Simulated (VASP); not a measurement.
# Al2Pt: electric field gradients with PBE

Al2Pt:

```xyz
3
Lattice="0.0000 2.9550 2.9550 2.9550 0.0000 2.9550 2.9550 2.9550 0.0000" Properties=species:S:1:pos:R:3 pbc="T T T"
Al    1.4775    1.4775    1.4775
Al    4.4325    4.4325    4.4325
Pt    0.0000    0.0000    0.0000
```

```json
{
 "Program": "VASP 6.6.1",
 "Task": "electric field gradients",
 "Functional": "PBE",
 "Potentials or basis": "VASP PAW PBE potentials, release 64 (Al, Pt)",
 "Cutoff": "520 eV",
 "k mesh": "9 × 9 × 9",
 "Occupations": "fermi-dirac, width 0.05 eV",
 "Spin": "no spin polarisation",
 "Dipole correction": "no",
 "Further INCAR settings": "ALGO = Normal; EDIFF = 1e-08; NBANDS = 15"
}
```

```
Pressure               : 2.2 GPa
Band gap on the k mesh : zero (band 8 reaches 11.72 eV, above the bottom of band 9 at 6.44 eV)
```

Levels at points of the mesh, in eV from the Fermi level:
```
           k point  band 4  band 5  band 6  band 7  band 8  band 9  band 10  band 11  band 12  band 13
(0.00, 0.00, 0.00)   -5.14   -3.78   -3.78    2.87    3.74    3.74     3.74     5.33     5.33     5.33
```

Run time: 14 s on 1 thread of AMD EPYC 9R45 96-Core Processor (Zen 5), with other jobs on the host, peak memory 0.16 GiB.

Caveat: without QUAD_EFG the Cq values of the log hold for a quadrupole moment of 1 mb, not for the nuclei; spin-orbit coupling is left out, which moves the levels of the heavy elements.
